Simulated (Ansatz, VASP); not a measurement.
**ZrS2 in VASP and in Ansatz**

The input POSCAR:

```
ZrS2
1.0
    3.6299990406      0.0000000000      0.0000000000
   -1.8149995203      3.1436713848      0.0000000000
    0.0000000000      0.0000000000      5.8500000000
Zr S
1 2
Direct
    0.0000000000      0.0000000000      0.0000000000
    0.3333333333      0.6666666667      0.2492000000
    0.6666666667      0.3333333333      0.7508000000
```

File INCAR.step1:

```
PREC = Accurate
ENCUT = 550
ISMEAR = 0
SIGMA = 0.02
LREAL = F
LASPH = T
NELM = 120
GGA = PE
ALGO = Normal
EDIFF = 1E-5
LWAVE = T
LCHARG = F
GGA_COMPAT = F
IBRION = 2
ISIF = 3
EDIFFG = -0.005
NELMIN = 4
NSW = 100
```

INCAR.step2

```
PREC = Accurate
ENCUT = 550
EDIFF = 1E-7
ISMEAR = 0
SIGMA = 0.02
LREAL = F
LASPH = T
NELM = 120
ALGO = Normal
ISIF = 3
LWAVE = F
LCHARG = F
METAGGA = R2SCAN
LMIXTAU = T
IBRION = 2
NSW = 100
EDIFFG = -0.005
ISTART = 1
GGA_COMPAT = F
NELMIN = 4
```

KPOINTS

```
Automatic mesh
0
Gamma
  12 12 6
```

Input for Ansatz:

```yaml
crystal:
  lattice:
    - [3.6299990406, 0.0, 0.0]
    - [-1.8149995203, 3.1436713848, 0.0]
    - [0.0, 0.0, 5.85]
  atoms:
    - { symbol: Zr, position: [0.0, 0.0, 0.0] }
    - { symbol: S, position: [0.3333333333, 0.6666666667, 0.2492] }
    - { symbol: S, position: [0.6666666667, 0.3333333333, 0.7508] }
basis:
  ecutwfc: 500
kpoints:
  mp_grid: { grid: [12, 12, 6] }
hamiltonian:
  xc: r2scan
scf:
  occupations: { method: gaussian, width: 0.02 }
output:
  forces: true
  stress: true
  eigenvalues: true
relax:
  adjacent_minimum: "off"
  f_tol: 0.005
  max_steps: 80
  cell: { stress_tol: 0.05 }
```

Alike in both runs: task relaxation of cell and atoms; functional r2SCAN; k mesh 12 × 12 × 6; occupations gaussian, width 0.02 eV; no spin polarisation.

```csv
,VASP,Ansatz
version,VASP 6.6.1,Ansatz 0.2.0
potentials or method,"VASP PAW PBE potentials, release 64 (Zr_sv, S), cutoff 550 eV","scalar-relativistic, plane waves, PAW"
valence electrons in the cell,24,24
```

Ansatz gave:

```
gap on the k mesh at the Fermi level, each at its own relaxed structure (eV) : 1.37
relaxed volume (Å³/atom)                                                     : 23.96
relaxed length of the cell vector where the two differ most in proportion (Å)              : 3.691
```

Q: Which values does VASP return?

A: gap on the k mesh at the Fermi level, each at its own relaxed structure (eV): 1.37; relaxed volume (Å³/atom): 23.93; relaxed length of the cell vector where the two differ most in proportion (Å): 3.689.

VASP's potentials were made for PBE, not for r2SCAN.
